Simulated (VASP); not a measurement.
# Ga3Sn (Pm-3m) in VASP: vibrations by perturbation theory with LDA

Aim: the vibrations by perturbation theory of Ga3Sn with LDA.

All numbers are computed with VASP 6.6.1; they aren't measurements. Logs are shortened: lines on timing, memory, paths and dates and some standing lists are left out, and cuts for length are marked.

### Step 1. The cell of the first run

It takes space group Pm-3m (No. 221, cubic). Conventional cell: a = 4.375 Å, b = 4.375 Å, c = 4.375 Å, α = 90.00°, β = 90.00°, γ = 90.00°. Ga (site symmetry 4/mmm) has 8 Ga at 3.09 Å and 4 Sn at 3.09 Å within 4.1 Å. Within 4.1 Å of Sn (site symmetry m-3m) lie 12 Ga at 3.09 Å.

### Step 2. Vibrations by perturbation theory, LDA

Contents of INCAR:

```
SYSTEM = Ga3Sn
ALGO     = Normal         ! electronic algorithm
EDIFF    = 1E-8           ! SCF threshold, eV
ENCUT    = 520            ! plane-wave cutoff, eV
GGA      = CA             ! functional
IBRION   = 8              ! ionic algorithm
ISIF     = 2              ! what is computed and relaxed
ISMEAR   = 1              ! smearing method
LASPH    = .TRUE.         ! aspherical terms in the spheres
LCHARG   = .FALSE.        ! write CHGCAR
LREAL    = .FALSE.        ! projectors in reciprocal space
LWAVE    = .FALSE.        ! write WAVECAR
NBANDS   = 34             ! bands
NELM     = 100            ! most SCF steps
NSW      = 1              ! ionic steps
PREC     = Accurate       ! precision mode
SIGMA    = 0.05           ! smearing width, eV
```

Contents of KPOINTS:

```
k-points
0
G
  6 6 6
  0 0 0
```

Contents of POSCAR:

```
Ga3Sn
1.0
    4.3752428700      0.0000000000      0.0000000000
    0.0000000000      4.3752428700      0.0000000000
    0.0000000000      0.0000000000      4.3752428700
Ga Sn
3 1
Direct
    0.0000000000      0.5000000000      0.5000000000
    0.5000000000      0.0000000000      0.5000000000
    0.5000000000      0.5000000000      0.0000000000
    0.0000000000      0.0000000000      0.0000000000
```

Potentials or basis: VASP PAW LDA potentials, release 64 (Ga_d, Sn_d).

The run is started by

```bash
$ cat potpaw_LDA.64/Ga_d/POTCAR potpaw_LDA.64/Sn_d/POTCAR > POTCAR
$ mpirun -np 1 vasp_std > vasp.out
```

OUTCAR:

```text
SYSTEM = Ga3Sn
   EDIFF = 1E-8
   ENCUT = 520
   GGA = CA
   IBRION = 8
   ISIF = 2
   ISMEAR = 1
   LASPH = .TRUE.
   LREAL = .FALSE.
   NELM = 100
   NSW = 1
   PREC = Accurate

 ion  position               nearest neighbor table
   1  0.000  0.500  0.500-   4 3.09   4 3.09   4 3.09   4 3.09
   2  0.500  0.000  0.500-   4 3.09   4 3.09   4 3.09   4 3.09
   3  0.500  0.500  0.000-   4 3.09   4 3.09   4 3.09   4 3.09
   4  0.000  0.000  0.000-   1 3.09   2 3.09   3 3.09   1 3.09   2 3.09   1 3.09   3 3.09   1 3.09
                             2 3.09   3 3.09   2 3.09   3 3.09

  LATTYP: Found a simple cubic cell.
 ALAT       =     4.3752428700

  Lattice vectors:

 A1 = (   4.3752428700,   0.0000000000,   0.0000000000)
 A2 = (   0.0000000000,   4.3752428700,   0.0000000000)
 A3 = (   0.0000000000,   0.0000000000,   4.3752428700)

Analysis of symmetry for initial positions (statically):
=====================================================================
 Subroutine PRICEL returns:
 Original cell was already a primitive cell.

 Routine SETGRP: Setting up the symmetry group for a
 simple cubic supercell.

 Subroutine GETGRP returns: Found 48 space group operations
 (whereof 48 operations were pure point group operations)
 out of a pool of 48 trial point group operations.

The static configuration has the point symmetry O_h .

Analysis of symmetry for dynamics (positions and initial velocities):
=====================================================================
 Subroutine PRICEL returns:
 Original cell was already a primitive cell.

 Routine SETGRP: Setting up the symmetry group for a
 simple cubic supercell.

 Subroutine GETGRP returns: Found 48 space group operations
 (whereof 48 operations were pure point group operations)
 out of a pool of 48 trial point group operations.

The dynamic configuration has the point symmetry O_h .

 Subroutine INISYM returns: Found 48 space group operations
 (whereof 48 operations are pure point group operations),
 and found     1 'primitive' translations

----------------------------------------------------------------------------------------

                                     Primitive cell

  volume of cell :      83.7542

  direct lattice vectors                    reciprocal lattice vectors
     4.375242870  0.000000000  0.000000000     0.228558741  0.000000000  0.000000000
     0.000000000  4.375242870  0.000000000     0.000000000  0.228558741  0.000000000
     0.000000000  0.000000000  4.375242870     0.000000000  0.000000000  0.228558741

  length of vectors
     4.375242870  4.375242870  4.375242870     0.228558741  0.228558741  0.228558741

  position of ions in fractional coordinates (direct lattice)
     0.000000000  0.500000000  0.500000000
     0.500000000  0.000000000  0.500000000
     0.500000000  0.500000000  0.000000000
     0.000000000  0.000000000  0.000000000

  ion indices of the primitive-cell ions
   primitive index   ion index
                 1           1
                 2           2
                 3           3
                 4           4
[... 107 lines left out ...]

 number of electron      52.9999992 magnetization

 Free energy of the ion-electron system (eV)
  ---------------------------------------------------
  ext. energy  EPLUGINS =         0.00000000
  ---------------------------------------------------
  free energy    TOTEN  =       -14.86715458 eV

  energy without entropy =      -14.86827421  energy(sigma->0) =      -14.86752779

 E-fermi :   6.0760     XC(G=0): -11.0954

 val. band max:        6.0482043146   @ k =   0.5000   0.1667   0.0000
 cond. band min:       6.1117896375   @ k =   0.3333   0.1667   0.0000
 fundamental gap:      0.0635853229
 Fermi energy:         6.0759767018

 k-point     1 :       0.0000    0.0000    0.0000
  band No.  band energies     occupation
      1     -15.2556      2.00000
      2     -15.2556      2.00000
      3     -15.2486      2.00000
      4     -15.2486      2.00000
      5     -15.2486      2.00000
      6      -8.8961      2.00000
[... 729 lines left out ...]
     33      14.7123      0.00000
     34      14.8192      0.00000

------------------------ aborting loop because EDIFF is reached ----------------------------------------

  FORCE on cell =-STRESS in cart. coord.  units (eV):
  Direction    XX          YY          ZZ          XY          YZ          ZX
  --------------------------------------------------------------------------------------
  -------------------------------------------------------------------------------------
  Total       -1.7435728     -1.7435728     -1.7435728      0.0000000      0.0000000      0.0000000
  in kB      -33.3537122    -33.3537122    -33.3537122      0.0000000      0.0000000      0.0000000
  external PRESSURE =     -33.3537122 kB  Pullay stress =       0.0000000 kB

 VOLUME and BASIS-vectors are now :
 -----------------------------------------------------------------------------
  energy-cutoff  :      520.00
  volume of cell :       83.75
      direct lattice vectors                 reciprocal lattice vectors
     4.375242870  0.000000000  0.000000000     0.228558741  0.000000000  0.000000000
     0.000000000  4.375242870  0.000000000     0.000000000  0.228558741  0.000000000
     0.000000000  0.000000000  4.375242870     0.000000000  0.000000000  0.228558741

 POSITION                                       TOTAL-FORCE (eV/Angst)
 -----------------------------------------------------------------------------------
      0.00000      2.18762      2.18762         0.000000      0.000000      0.000000
      2.18762      0.00000      2.18762         0.000000      0.000000      0.000000
      2.18762      2.18762      0.00000         0.000000      0.000000      0.000000
      0.00000      0.00000      0.00000         0.000000      0.000000      0.000000
 -----------------------------------------------------------------------------------
    total drift:                                0.000000      0.000000      0.000000

  FREE ENERGIE OF THE ION-ELECTRON SYSTEM (eV)
  ---------------------------------------------------
  free  energy   TOTEN  =       -14.8671545758 eV

  energy  without entropy=      -14.8682742125  energy(sigma->0) =      -14.86752779

[... ionic steps 2 to 12 ...]

--------------------------------------- Ionic step       13  -------------------------------------------

 Free energy of the ion-electron system (eV)
  ---------------------------------------------------
  ---------------------------------------------------
  free energy    TOTEN  =        -0.22486604 eV

  energy without entropy =       -0.22486604

------------------------ aborting loop because EDIFF is reached ----------------------------------------

 INTERNAL STRAIN TENSOR  FOR ION    4  DIRECTION 1   (eV/Angst):
 -----------------------------------------------------------------------------
     1.19589  0.00000 -0.00000
     0.00000 -0.58734  0.00000
    -0.00000  0.00000 -0.58734

 INTERNAL STRAIN TENSOR FOR ION    4 for displacements in x,y,z  (eV/Angst):
          X           Y           Z          XY          YZ          ZX
  --------------------------------------------------------------------------------
  x     0.00000     0.00000     0.00000     0.00000     0.00000     0.00000
  y     0.00000     0.00000     0.00000     0.00000     0.00000     0.00000
  z     0.00000     0.00000     0.00000     0.00000     0.00000     0.00000

 SECOND DERIVATIVES (NOT SYMMETRIZED)
 ------------------------------------
               1X          1Y          1Z          2X          2Y          2Z          3X          3Y          3Z          4X          4Y          4Z
  1X    -0.701199   -0.000000   -0.000000    1.009746   -0.000000   -0.000000    1.009746    0.000000   -0.000000   -1.318294   -0.000000    0.000000
  1Y     0.000000   -2.100337    0.000000    0.000000    1.011078    0.000000    0.000000   -0.816264    0.000000    0.000000    1.905524    0.000000
  1Z     0.000000    0.000000   -2.100337    0.000000    0.000000   -0.816264    0.000000    0.000000    1.011078    0.000000    0.000000    1.905524
  2X     1.011078    0.000000    0.000000   -2.100337    0.000000    0.000000   -0.816264    0.000000    0.000000    1.905524    0.000000    0.000000
  2Y    -0.000000    1.009746   -0.000000    0.000000   -0.701199   -0.000000    0.000000    1.009746   -0.000000   -0.000000   -1.318294    0.000000
  2Z     0.000000    0.000000   -0.816264    0.000000    0.000000   -2.100337    0.000000    0.000000    1.011078    0.000000    0.000000    1.905524
  3X     1.011078    0.000000    0.000000   -0.816264    0.000000    0.000000   -2.100337    0.000000    0.000000    1.905524    0.000000    0.000000
  3Y     0.000000   -0.816264    0.000000    0.000000    1.011078    0.000000    0.000000   -2.100337    0.000000    0.000000    1.905524    0.000000
  3Z    -0.000000    0.000000    1.009746   -0.000000    0.000000    1.009746   -0.000000    0.000000   -0.701199    0.000000    0.000000   -1.318294
  4X    -1.307881   -0.000000   -0.000000    1.918343    0.000000   -0.000000    1.918343   -0.000000    0.000000   -2.528804    0.000000    0.000000
  4Y     0.000000    1.918343   -0.000000   -0.000000   -1.307881   -0.000000   -0.000000    1.918343    0.000000    0.000000   -2.528804    0.000000
  4Z     0.000000    0.000000    1.918343    0.000000    0.000000    1.918343    0.000000    0.000000   -1.307881    0.000000   -0.000000   -2.528804

 Eigenvectors and eigenvalues of the dynamical matrix
 ----------------------------------------------------

   1 f  =    4.223694 THz    26.538250 2PiTHz  140.887258 cm-1    17.467786 meV
             X         Y         Z           dx          dy          dz
      0.000000  2.187621  2.187621    -0.000000   -0.000000    0.535276
      2.187621  0.000000  2.187621     0.000000    0.000000    0.535276
      2.187621  2.187621  0.000000     0.000000   -0.000000   -0.370014
      0.000000  0.000000  0.000000    -0.000000    0.000000   -0.538561
[... 71 lines left out ...]
  12 f/i=    0.090139 THz     0.566359 2PiTHz    3.006705 cm-1     0.372784 meV
             X         Y         Z           dx          dy          dz
      0.000000  2.187621  2.187621    -0.377849   -0.361368   -0.000583
      2.187621  0.000000  2.187621    -0.224106   -0.609277   -0.000583
      2.187621  2.187621  0.000000    -0.224106   -0.361368   -0.000982
      0.000000  0.000000  0.000000    -0.185880   -0.299729   -0.000483

--------------------------------------------------------------------------------------------------------

 ELASTIC MODULI CONTR FROM IONIC RELAXATION (kBar)
 Direction    XX          YY          ZZ          XY          YZ          ZX
 --------------------------------------------------------------------------------
 XX           0.0000      0.0000      0.0000      0.0000      0.0000      0.0000
 YY           0.0000      0.0000      0.0000      0.0000      0.0000      0.0000
 ZZ           0.0000      0.0000      0.0000      0.0000      0.0000      0.0000
 XY           0.0000      0.0000      0.0000      0.0000      0.0000      0.0000
 YZ           0.0000      0.0000      0.0000      0.0000      0.0000      0.0000
 ZX           0.0000      0.0000      0.0000      0.0000      0.0000      0.0000
 --------------------------------------------------------------------------------
```

Run time: 22 min. Hardware: 1 thread of Intel Xeon Platinum 8259CL at 2.50GHz (Skylake/Cascade Lake), shared host; peak memory 0.47 GiB.

Results:

| Quantity | Value |
| --- | --- |
| Highest phonon frequency at Γ | 141 cm⁻¹ |

Phonon frequencies in cm⁻¹ (negative: imaginary):
```tsv
q point	frequencies
(0.000, 0.000, 0.000)	-3 -3 -3 8 8 8 71 71 71 141 141 141
```

Caveat: the cell stands under pressure or tension, which shifts response properties; spin-orbit coupling is left out, which moves the levels of the heavy elements.
